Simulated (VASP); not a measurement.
TiN:

```
CELL_PARAMETERS angstrom
0.00000 2.11900 2.11900
2.11900 0.00000 2.11900
2.11900 2.11900 0.00000
ATOMIC_POSITIONS crystal
Ti 0.00000 0.00000 0.00000
N 0.50000 0.50000 0.50000
```

| Item | Value |
| --- | --- |
| Program | VASP 6.6.1 |
| Task | relaxation of cell and atoms |
| Functional | PBEsol |
| Potentials or basis | VASP PAW PBE potentials, release 64 (Ti_sv, N) |
| Cutoff | 600 eV |
| k mesh | 18 × 18 × 18 |
| Occupations | gaussian, width 0.1 eV |
| Spin | no spin polarisation |

At the start: pressure -6.6 GPa; volume 9.51 Å³/atom.

Task: Where does the relaxation end?

Result: Over 3 steps the energy falls by 4.5 meV/atom and the volume is 9.30 Å³/atom (-2.3 %); space group Fm-3m (No. 225, to 0.05 Å).

The path:
```
step  energy change (eV)  largest force (eV/Å)  pressure (GPa)  volume (Å³)
   1              0.0000                0.0000           -6.60        19.03
   2              0.0118                0.0000           10.98        17.97
   3             -0.0090                0.0000           -0.03        18.60
```

Final structure:
```cif
data_structure
_symmetry_space_group_name_H-M 'P 1'
_symmetry_Int_Tables_number 1
_cell_length_a 2.9740
_cell_length_b 2.9740
_cell_length_c 2.9740
_cell_angle_alpha 60.000
_cell_angle_beta 60.000
_cell_angle_gamma 60.000
_cell_volume 18.60
loop_
_atom_site_label
_atom_site_type_symbol
_atom_site_fract_x
_atom_site_fract_y
_atom_site_fract_z
_atom_site_occupancy
Ti1 Ti 0.00000 0.00000 0.00000 1
N1 N 0.50000 0.50000 0.50000 1
```

Caveat: the PAW data sets were made with another functional, which shifts forces and pressure a little.
